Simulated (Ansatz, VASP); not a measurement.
## MgO: VASP beside Ansatz

The input INCAR:

```
ALGO = Normal ; EDIFF = 1E-6
ENCUT = 600 ; GGA = PE
GGA_COMPAT = False ; ISIF = 2
ISMEAR = -1 ; LASPH = True
LCHARG = False ; LREAL = False
LWAVE = False ; NBANDS = 11
NELM = 120 ; PREC = Accurate
SIGMA = 0.02
```

Contents of KPOINTS:

```
k-points
0
Gamma
  10 10 10
```

The input POSCAR:

```
MgO
1.0
    0.0000000000      2.1907254362      2.1907254362
    2.1907254362      0.0000000000      2.1907254362
    2.1907254362      2.1907254362      0.0000000000
Mg O
1 1
Direct
    0.0000000000      0.0000000000      0.0000000000
    0.2500000000      0.2500000000      0.2500000000
```

Input for Ansatz:

```yaml
crystal:
  lattice:
    - [0.0, 2.1907254362, 2.1907254362]
    - [2.1907254362, 0.0, 2.1907254362]
    - [2.1907254362, 2.1907254362, 0.0]
  atoms:
    - { symbol: Mg, position: [0.0, 0.0, 0.0] }
    - { symbol: O, position: [0.25, 0.25, 0.25] }
kpoints:
  mp_grid: { grid: [10, 10, 10] }
  band_path:
    path:
      - [0.0, 0.0, 0.0]
      - [-0.5, -0.5, 0.0]
      - [-0.375, -0.375, 0.25]
      - [-0.375, 0.0, 0.375]
      - [0.0, 0.0, 0.5]
      - [-0.5, -0.25, 0.25]
      - [-0.083333, 0.0, 0.078125]
    npoints: 1
hamiltonian:
  xc: pbe
scf:
  occupations: { method: fermi_dirac, width: 0.02 }
  n_extra_bands: 4
output:
  forces: true
  stress: true
  eigenvalues: true
  write_density: true
  write_potential: true
  elf: true
  volumetric_format: npy
```

Change from the starting cell: hydrostatic strain -4.0%.

Alike in both runs: task single point; functional PBE; k mesh 10 × 10 × 10; occupations fermi-dirac, width 0.02 eV; no spin polarisation.

```csv
,VASP,Ansatz
version,VASP 6.6.1,Ansatz 0.2.0
potentials or method,"VASP PAW PBE potentials, release 64 (Mg, O)","plane waves, PAW"
plane-wave cutoff (eV),600,420
valence electrons in the cell,8,16
```

```csv
,VASP,Ansatz,Ansatz less VASP
gap on the k mesh at the Fermi level (eV),4.38,4.39,+0.010
pressure (GPa),23.6,24.0,+0.38
```

VASP's potentials hold 8 valence electrons a cell and Ansatz's 16, so a difference there can come from the potentials and not from the codes.
